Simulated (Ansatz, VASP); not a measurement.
## Two plane-wave programs on Pb

File POSCAR:

```
Pb
1.0
   -1.9796595667      1.9796595667      1.9796595667
    1.9796595667     -1.9796595667      1.9796595667
    1.9796595667      1.9796595667     -1.9796595667
Pb
1
Direct
    0.0000000000      0.0000000000      0.0000000000
```

The input INCAR.step1:

```
SYSTEM = Pb
PREC = Accurate
ENCUT = 520
EDIFF = 1E-5
ISMEAR = -1
SIGMA = 0.05
LREAL = .FALSE.
LASPH = .TRUE.
NELM = 60
ALGO = Normal
ISIF = 2
LWAVE = .TRUE.
LCHARG = .FALSE.
GGA = PE
NBANDS = 13
```

The input INCAR.step2:

```
SYSTEM = Pb
PREC = Accurate
ENCUT = 520
EDIFF = 1E-6
ISMEAR = -1
SIGMA = 0.05
LREAL = .FALSE.
LASPH = .TRUE.
NELM = 60
ALGO = Normal
ISIF = 2
LWAVE = .FALSE.
LCHARG = .FALSE.
GGA = PE
LHFCALC = .TRUE.
AEXX = 0.25
PRECFOCK = Normal
ISTART = 1
NBANDS = 13
```

Contents of KPOINTS:

```
regular mesh
0
G
  5 5 5
  0 0 0
```

File input:

```
crystal:
  lattice:
    - [-1.9796595667, 1.9796595667, 1.9796595667]
    - [1.9796595667, -1.9796595667, 1.9796595667]
    - [1.9796595667, 1.9796595667, -1.9796595667]
  atoms:
    - { symbol: Pb, position: [0.0, 0.0, 0.0] }
hamiltonian:
  xc: pbe0
  pseudopotentials: { kind: paw }
kpoints:
  mp_grid: { grid: [5, 5, 5] }
scf:
  occupations: { method: fermi_dirac, width: 0.05 }
output:
  forces: true
  stress: true
  eigenvalues: true
  write_density: true
  write_potential: true
  elf: true
  volumetric_format: npy
```

Alike in both runs: task single point; functional PBE0; k mesh 5 × 5 × 5; occupations fermi-dirac, width 0.05 eV; no spin polarisation.

```csv
,VASP,Ansatz
version,VASP 6.6.1,Ansatz 0.2.0
potentials or method,"VASP PAW PBE potentials, release 64 (Pb_d)",Ansatz PAW
plane-wave cutoff (eV),520,420
valence electrons in the cell,14,14
```

VASP gave:

```
gap on the k mesh at the Fermi level (eV) : none
pressure (GPa)                            : 1.3
```

Which values does Ansatz return?

gap on the k mesh at the Fermi level (eV): none; pressure (GPa): 1.5.

A gap of «none» marks a metal or a gap that the smearing closes.

The k mesh is coarse, so the values compare programs but aren't converged. Neither program's run includes spin-orbit coupling.
